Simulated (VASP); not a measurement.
Wanted: the native input for a VASP 6.6.1 run.

* Task: single point
* Functional: PBE
* Potentials or basis: VASP PAW PBE potentials, release 64 (Be)
* Cutoff: 520 eV
* k mesh: 12 × 12 × 12
* Occupations: fermi-dirac, width 0.1 eV
* Spin: no spin polarisation
* Dipole correction: no
* Further INCAR settings: ALGO = Fast; EDIFF = 1e-06; NBANDS = 7

The structure of Be lies in POSCAR:

```
Be
1.0
   -1.2531209513      1.2531209513      1.2531209513
    1.2531209513     -1.2531209513      1.2531209513
    1.2531209513      1.2531209513     -1.2531209513
Be
1
Direct
    0.0000000000      0.0000000000      0.0000000000
```

This isn't the form of Be at room conditions, which is hcp.

One way to write it, as run:

INCAR

```
SYSTEM = Be
ALGO = Fast ; EDIFF = 1E-6
ENCUT = 520 ; GGA = PE
ISIF = 2 ; ISMEAR = -1
LASPH = .TRUE. ; LCHARG = .TRUE.
LELF = .TRUE. ; LREAL = .FALSE.
LVHAR = .TRUE. ; LWAVE = .FALSE.
NBANDS = 7 ; NELM = 60
PREC = Accurate ; SIGMA = 0.1
```

KPOINTS

```
k-points
0
G
  12 12 12
  0 0 0
```

Potentials or basis: VASP PAW PBE potentials, release 64 (Be).

Launch:

```bash
$ cat potpaw_PBE.64/Be/POTCAR > POTCAR
$ mpirun -np 1 vasp_std > vasp.out
```

Results of the run:

```json
{
  "Pressure": "-0.3 GPa",
  "Band gap on the k mesh": "zero (bands 1 and 2 overlap by 5.32 eV)"
}
```

It took 4.3 s on 1 thread of Intel Xeon 8259CL, on a shared host, peak memory 0.11 GiB.
